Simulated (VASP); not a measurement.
# Al (Pm-3m) in VASP: a series of runs, part 2 of 2

VASP 6.6.1. Earlier steps stand in the parts before.

## 6. Relaxation of cell and atoms, LDA

This run uses another cell than the first one, of 17.93 Å³/atom, 0.893 times its volume.

The input, INCAR:

```
PREC = Accurate ; ENCUT = 600
EDIFF = 1E-7 ; ISMEAR = -1
SIGMA = 0.1 ; LREAL = False
LASPH = True ; NELM = 60
ALGO = Normal ; ISIF = 3
LWAVE = False ; LCHARG = False
GGA = CA ; IBRION = 2
NSW = 80 ; EDIFFG = -0.01
```

The input, KPOINTS:

```
regular mesh
0
Gamma
  12 12 12
```

The input, POSCAR:

```
Al
1.0
    2.6173666896      0.0000000000      0.0000000000
    0.0000000000      2.6173666896      0.0000000000
    0.0000000000      0.0000000000      2.6173666896
Al
1
Direct
    0.0000000000      0.0000000000      0.0000000000
```

Potentials or basis: VASP PAW LDA potentials, release 64 (Al).

Command:

```
> cat potpaw_LDA.64/Al/POTCAR > POTCAR
> mpirun -np 1 vasp_std > vasp.out
```

OUTCAR:

```text
PREC = Accurate
   ENCUT = 600
   EDIFF = 1E-7
   ISMEAR = -1
   LREAL = False
   LASPH = True
   NELM = 60
   ISIF = 3
   GGA = CA
   IBRION = 2
   NSW = 80
   EDIFFG = -0.01

 ion  position               nearest neighbor table
   1  0.000  0.000  0.000-

  LATTYP: Found a simple cubic cell.
 ALAT       =     2.6173666896

  Lattice vectors:

 A1 = (   2.6173666896,   0.0000000000,   0.0000000000)
 A2 = (   0.0000000000,   2.6173666896,   0.0000000000)
 A3 = (   0.0000000000,   0.0000000000,   2.6173666896)

Analysis of symmetry for initial positions (statically):
=====================================================================
 Subroutine PRICEL returns:
 Original cell was already a primitive cell.

 Routine SETGRP: Setting up the symmetry group for a
 simple cubic supercell.

 Subroutine GETGRP returns: Found 48 space group operations
 (whereof 48 operations were pure point group operations)
 out of a pool of 48 trial point group operations.

The static configuration has the point symmetry O_h .

Analysis of symmetry for dynamics (positions and initial velocities):
=====================================================================
 Subroutine PRICEL returns:
 Original cell was already a primitive cell.

 Routine SETGRP: Setting up the symmetry group for a
 simple cubic supercell.

 Subroutine GETGRP returns: Found 48 space group operations
 (whereof 48 operations were pure point group operations)
 out of a pool of 48 trial point group operations.

The dynamic configuration has the point symmetry O_h .

 Subroutine INISYM returns: Found 48 space group operations
 (whereof 48 operations are pure point group operations),
 and found     1 'primitive' translations

----------------------------------------------------------------------------------------

                                     Primitive cell

  volume of cell :      17.9306

  direct lattice vectors                    reciprocal lattice vectors
     2.617366690  0.000000000  0.000000000     0.382063394  0.000000000  0.000000000
     0.000000000  2.617366690  0.000000000     0.000000000  0.382063394  0.000000000
     0.000000000  0.000000000  2.617366690     0.000000000  0.000000000  0.382063394

  length of vectors
     2.617366690  2.617366690  2.617366690     0.382063394  0.382063394  0.382063394

  position of ions in fractional coordinates (direct lattice)
     0.000000000  0.000000000  0.000000000

  ion indices of the primitive-cell ions
   primitive index   ion index
                 1           1

----------------------------------------------------------------------------------------

 KPOINTS: regular mesh

Automatic generation of k-mesh.
 Grid dimensions read from file:
 generate k-points for:   12   12   12

 Generating k-lattice:

  Cartesian coordinates                     Fractional coordinates (reciprocal lattice)
     0.031838616  0.000000000  0.000000000     0.083333333  0.000000000  0.000000000
     0.000000000  0.031838616  0.000000000     0.000000000  0.083333333  0.000000000
     0.000000000  0.000000000  0.031838616     0.000000000  0.000000000  0.083333333

[... 38 lines left out ...]
   k-points           NKPTS =     84   k-points in BZ     NKDIM =     84   number of bands    NBANDS=      5
   number of dos      NEDOS =    301   number of ions     NIONS =      1
   total plane-waves  NPLWV =  13824
   dimension x,y,z NGX =    24 NGY =   24 NGZ =   24
   dimension x,y,z NGXF=    48 NGYF=   48 NGZF=   48
   ions per type =               1
   NGX,Y,Z   is equivalent  to a cutoff of  15.24, 15.24, 15.24 a.u.
   NGXF,Y,Z  is equivalent  to a cutoff of  30.49, 30.49, 30.49 a.u.
 SYSTEM =  unknown system
   PREC   = accura    normal or accurate (medium, high low for compatibility)
   ISTART =      0    job   : 0-new  1-cont  2-samecut
   ICHARG =      2    charge: 1-file 2-atom 10-const
   ISPIN  =      1    spin polarized calculation?
   LNONCOLLINEAR =      F non collinear calculations
   LSORBIT =      F    spin-orbit coupling
   LASPH  =      T    aspherical Exc in radial PAW
   ENCUT  =  600.0 eV  44.10 Ry    6.64 a.u.   5.23  5.23  5.23*2*pi/ulx,y,z
   NELM   =     60;   NELMIN=  2; NELMDL= -5     # of ELM steps
   EDIFF  = 0.1E-06   stopping-criterion for ELM
   LREAL  =      F    real-space projection
   EDIFFG = -.1E-01   stopping-criterion for IOM
   NSW    =     80    number of steps for IOM
   IBRION =      2    ionic relax: 0-MD 1-quasi-New 2-CG
   NFREE  =      1    steps in history (QN), initial steepest desc. (CG)
   ISIF   =      3    stress and relaxation
   ISYM   =      2    0-nonsym 1-usesym 2-fastsym
   POTIM  = 0.5000    time-step for ionic-motion
   TEBEG  =    0.0;   TEEND  =   0.0 temperature during run
   PSTRESS=    0.0 pullay stress
   NELECT =       3.0000    total number of electrons
   NUPDOWN=      -1.0000    fix difference up-down
   EMIN   =  10.00;   EMAX   =-10.00  energy-range for DOS
   EFERMI =   0.00;   METHOD = LEGACY
   ISMEAR =    -1;   SIGMA  =   0.10  broadening in eV -4-tet -1-fermi 0-gaus
   EFERMI_NEDOS =   21; number of points for ismear=-14 and -15
   IALGO  =     38    algorithm
   IMIX   =      4    mixing-type and parameters
     AMIX     =   0.40;   BMIX     =  1.00
     AMIX_MAG =   1.60;   BMIX_MAG =  1.00
  volume/ion in A,a.u.               =      17.93       121.00
  Fermi-wavevector in a.u.,A,eV,Ry     =   0.902092  1.704706 11.072005  0.813769
  Thomas-Fermi vector in A             =   2.025253
   LORBIT       =      0    0 simple, 1 ext, 2 COOP (PROOUT), +10 PAW based schemes
   GGA     = CA    functional components
   LHFCALC =     F    Hartree Fock is set to
   AEXX    =    0.0000 exact exchange contribution
   IVDW    =     0    specifies the selected vdW correction
   LEPSILON=     F    determine dielectric tensor
   LRPA    =     F    only Hartree local field effects (RPA)
 conjugate gradient relaxation of ions
 non-spin polarized calculation
  energy-cutoff  :      600.00
  volume of cell :       17.93
 maximum number of plane-waves:       624
 NGX is ok and might be reduce to    24
   NGX = 11   NGY = 11   NGZ = 11

--------------------------------------- Ionic step        1  -------------------------------------------

 number of electron       3.0000000 magnetization

 Free energy of the ion-electron system (eV)
  ---------------------------------------------------
  ext. energy  EPLUGINS =         0.00000000
  ---------------------------------------------------
  free energy    TOTEN  =        -3.78895659 eV

  energy without entropy =       -3.77468407  energy(sigma->0) =       -3.78182033

------------------------ aborting loop because EDIFF is reached ----------------------------------------

  FORCE on cell =-STRESS in cart. coord.  units (eV):
  Direction    XX          YY          ZZ          XY          YZ          ZX
  --------------------------------------------------------------------------------------
  -------------------------------------------------------------------------------------
  Total        0.5995395      0.5995395      0.5995395      0.0000000     -0.0000000      0.0000000
  in kB       53.5716108     53.5716108     53.5716108      0.0000000     -0.0000000      0.0000000
  external PRESSURE =      53.5716108 kB  Pullay stress =       0.0000000 kB
[... 57 lines left out ...]
--------------------------------------- Ionic step        3  -------------------------------------------

 number of electron       3.0000000 magnetization

 Free energy of the ion-electron system (eV)
  ---------------------------------------------------
  ext. energy  EPLUGINS =         0.00000000
  ---------------------------------------------------
  free energy    TOTEN  =        -3.81061874 eV

  energy without entropy =       -3.79454036  energy(sigma->0) =       -3.80257955

 E-fermi :   5.8263     XC(G=0):  -9.7071

 val. band max:        5.7850998430   @ k =   0.5000   0.4167   0.2500
 cond. band min:       5.8834902476   @ k =   0.3333   0.1667   0.1667
 fundamental gap:      0.0983904046
 Fermi energy:         5.8262528107

 k-point     1 :       0.0000    0.0000    0.0000
  band No.  band energies     occupation
      1      -3.9363      2.00000
      2      13.9434      0.00000
      3      13.9434      0.00000
      4      15.1953      0.00000
      5      15.1953      0.00000
[... 177 lines left out ...]
 k-point    24 :       0.4167    0.3333    0.0000
  band No.  band energies     occupation
      1       1.6822      2.00000
      2       4.9344      1.99973
      3       8.2948      0.00000
      4      11.7690      0.00000
      5      19.8046      0.00000

 [... further k-points ...]

------------------------ aborting loop because EDIFF is reached ----------------------------------------

  FORCE on cell =-STRESS in cart. coord.  units (eV):
  Direction    XX          YY          ZZ          XY          YZ          ZX
  --------------------------------------------------------------------------------------
  -------------------------------------------------------------------------------------
  Total        0.0020064      0.0020064      0.0020064      0.0000000      0.0000000     -0.0000000
  in kB        0.1664506      0.1664506      0.1664506      0.0000000      0.0000000     -0.0000000
  external PRESSURE =       0.1664506 kB  Pullay stress =       0.0000000 kB
[... 16 lines left out ...]
  FREE ENERGIE OF THE ION-ELECTRON SYSTEM (eV)
  ---------------------------------------------------
  free  energy   TOTEN  =        -3.8106187383 eV

  energy  without entropy=       -3.7945403635  energy(sigma->0) =       -3.80257955

 reached required accuracy - stopping structural energy minimisation
```

OSZICAR:

```text
N       E                     dE             d eps       ncg     rms          rms(c)
DAV:   1    -0.118320776469E+01   -0.11832E+01   -0.97161E+02   865   0.380E+02
DAV:   2    -0.377774554498E+01   -0.25945E+01   -0.23308E+01  1080   0.325E+01
DAV:   3    -0.380180540125E+01   -0.24060E-01   -0.24034E-01  1230   0.373E+00
DAV:   4    -0.380187205187E+01   -0.66651E-04   -0.66650E-04  1260   0.172E-01
[... 15 lines left out ...]
DAV:   1    -0.381073088074E+01   -0.55719E-03   -0.72464E-03  1010   0.524E-01    0.681E-02
DAV:   2    -0.381066218589E+01    0.68695E-04   -0.74395E-05   900   0.755E-02    0.268E-02
DAV:   3    -0.381062054025E+01    0.41646E-04   -0.34100E-05   955   0.311E-02    0.905E-03
DAV:   4    -0.381061875624E+01    0.17840E-05   -0.20042E-06  1095   0.834E-03    0.620E-03
DAV:   5    -0.381061873826E+01    0.17977E-07   -0.23796E-08   505   0.155E-03
   3 F= -.38106187E+01 E0= -.38025796E+01  d E =-.216621E-01
```

CONTCAR:

```text
Al
   1.00000000000000
     2.6829489661514403   -0.0000000000000000    0.0000000000000000
     0.0000000000000000    2.6829489661514403    0.0000000000000000
    -0.0000000000000000   -0.0000000000000000    2.6829489661514403
  Al
     1
Direct
     0.0000000000000000    0.0000000000000000    0.0000000000000000

  0.00000000E+00  0.00000000E+00  0.00000000E+00
```

Run time: 5.6 s. Hardware: 1 thread of Intel Xeon Platinum 8488C (Sapphire Rapids), shared host; peak memory 0.12 GiB.

What came out:

```
Free energy                            : -3.8106 eV
Relaxed volume                         : 19.31 Å³/atom
Relaxed cell                           : a = 2.683 Å, b = 2.683 Å, c = 2.683 Å, α = 90.00°, β = 90.00°, γ = 90.00°
Space group after relaxing (to 0.05 Å) : Pm-3m (No. 221)
Energy gained by relaxing              : 21.7 meV/atom
Ionic steps                            : 3
Pressure after relaxing                : 0.0 GPa
```

The path:
```
step  energy change (eV)  largest force (eV/Å)  pressure (GPa)  volume (Å³)
   1              0.0000                0.0000            5.36        17.93
   2             -0.0212                0.0000           -0.66        19.53
   3             -0.0217                0.0000            0.02        19.31
```

Final structure:
```
Al
1.0
     2.68295    0.00000    0.00000
     0.00000    2.68295    0.00000
     0.00000    0.00000    2.68295
Al
1
Direct
  0.00000 0.00000 0.00000
```

## 7. The runs side by side

| task | cell | k mesh | cutoff (eV) | gap on the mesh (eV) | pressure (GPa) |
| --- | --- | --- | --- | --- | --- |
| single point | a = 2.718 Å, 1 atom | 13 × 13 × 13 | 520 | none | -2.2 |
| single point | a = 2.752 Å, 1 atom | 13 × 13 × 13 | 520 | none | -4.0 |
| single point | a = 2.786 Å, 1 atom | 13 × 13 × 13 | 520 | none | -5.5 |
| single point | a = 2.682 Å, 1 atom | 19 × 19 × 19 | 520 | none | 0.1 |
| relaxation of cell and atoms | relaxed from a = 2.617 Å, 1 atom | 12 × 12 × 12 | 600 | none | 0.0 |

Alike in all rows: level LDA; potentials or basis VASP PAW LDA potentials, release 64 (Al); no spin polarisation; smearing fermi-dirac 0.1 eV.

Total energies depend on the potentials used, so only differences within one code and one set of settings carry meaning.
